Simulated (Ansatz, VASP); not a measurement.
Two plane-wave programs on HfB2

Contents of INCAR:

```
SYSTEM = HfB2
ALGO = Normal
EDIFF = 1E-6
ENCUT = 500
GGA = PE
GGA_COMPAT = .FALSE.
ISIF = 2
ISMEAR = 0
LASPH = .TRUE.
LCHARG = .FALSE.
LDAU = .TRUE.
LDAUJ = 0.52 0
LDAUL = 2 -1
LDAUPRINT = 1
LDAUTYPE = 1
LDAUU = 4.4 0
LMAXMIX = 4
LREAL = .FALSE.
LWAVE = .FALSE.
NBANDS = 15
NELM = 200
PREC = Accurate
SIGMA = 0.1
```

KPOINTS

```
k-points
0
G
  6 6 4
  0 0 0
```

File POSCAR:

```
HfB2
1.0
    3.1326790839      0.0000000000      0.0000000000
   -1.5663395419      2.7129796685      0.0000000000
    0.0000000000      0.0000000000      3.4792139900
Hf B
1 2
Direct
    0.0000000000      0.0000000000      0.0000000000
    0.3333333333      0.6666666667      0.5000000000
    0.6666666667      0.3333333333      0.5000000000
```

Input for Ansatz:

```yaml
crystal:
  lattice:
    - [3.1326790839, 0.0, 0.0]
    - [-1.5663395419, 2.7129796685, 0.0]
    - [0.0, 0.0, 3.47921399]
  atoms:
    - { symbol: Hf, position: [0.0, 0.0, 0.0] }
    - { symbol: B, position: [0.3333333333, 0.6666666667, 0.5] }
    - { symbol: B, position: [0.6666666667, 0.3333333333, 0.5] }
basis:
  ecutwfc: 420
kpoints:
  mp_grid: { grid: [6, 6, 4] }
hamiltonian:
  xc: pbe
  hubbard:
    sites: [{ species: Hf, l: d, u: 4.4, j: 0.52 }]
    projectors: ortho-atomic
scf:
  occupations: { method: gaussian, width: 0.1 }
  convergence: { dr2_threshold: "1e-2 eV" }
  max_iter: 63
output:
  forces: true
  stress: true
  eigenvalues: true
```

Alike in both runs: task single point; functional PBE; k mesh 6 × 6 × 4; occupations gaussian, width 0.1 eV; no spin polarisation; Hubbard terms Hf d U = 4.4 eV, J = 0.52 eV.

```csv
,VASP,Ansatz
version,VASP 6.6.1,Ansatz 0.2.0
potentials or method,"VASP PAW PBE potentials, release 64 (Hf_pv, B), cutoff 500 eV","scalar-relativistic, plane waves, PAW"
valence electrons in the cell,16,32
```

```tsv
	VASP	Ansatz	Ansatz less VASP
gap on the k mesh at the Fermi level (eV)	none	none	-
pressure (GPa)	14.0	6.8	-7.16
traceless stress, the component that is largest in VASP (GPa)	-0.18	-0.63	-0.453
```

The programs project onto different local orbitals, so the same U acts differently, and such runs can settle in different states. A gap of «none» marks a metal or a gap that the smearing closes. VASP's potentials hold 16 valence electrons a cell and Ansatz's 32, so a difference there can come from the potentials and not from the codes. Ansatz's warnings: filled band counts differ across k points, force scf threshold loose, stress scf threshold loose.

The k mesh is coarse, so the values compare programs but aren't converged. Spin-orbit coupling is off throughout.
